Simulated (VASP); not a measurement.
Ge3Pd: single point with PBEsol+U

Crystal: Ge3Pd.

```xyz
4
Lattice="4.1420 0.0000 0.0000 0.0000 4.1420 0.0000 0.0000 0.0000 4.1420" Properties=species:S:1:pos:R:3 pbc="T T T"
Pd    0.0000    0.0000    0.0000
Ge    2.0710    2.0710    0.0000
Ge    2.0710    0.0000    2.0710
Ge    0.0000    2.0710    2.0710
```

| Quantity | Value |
| --- | --- |
| Program | VASP 6.6.1 |
| Task | single point |
| Functional | PBEsol |
| Potentials or basis | VASP PAW PBE potentials, release 64 (Pd, Ge_d) |
| Cutoff | 520 eV |
| k mesh | 7 × 7 × 7 |
| Occupations | fermi-dirac, width 0.05 eV |
| Spin | no spin polarisation |
| Hubbard terms | Pd d U = 4.0 eV |

```yaml
Pressure: -6.1 GPa
Band_gap_on_the_k_mesh: zero (band 26 reaches 7.36 eV, above the bottom of band 27 at 5.35 eV)
```

Levels at points of the mesh, in eV from the Fermi level:
| k point | band 24 | band 25 | band 26 | band 27 | band 28 | band 29 |
| --- | --- | --- | --- | --- | --- | --- |
| (0.00, 0.00, 0.00) | -3.25 | -2.02 | -2.02 | 1.12 | 3.09 | 3.09 |

Eigenvalues of the final occupation matrices:
| site | spin | trace | eigenvalues |
| --- | --- | --- | --- |
| site 1 d | 1 | 4.55 | 0.91 0.91 0.91 0.92 0.92 |
| site 1 d | 2 | 4.55 | 0.91 0.91 0.91 0.92 0.92 |

Wall time 23 s on 1 thread of AMD EPYC 9R14 (Zen 4), on a shared host, peak memory 0.17 GiB.

Caveat: the PAW data sets were made with another functional, which shifts forces and pressure a little; U without spin polarisation on a metal has little footing; the U is typed as a test and isn't derived for this compound.
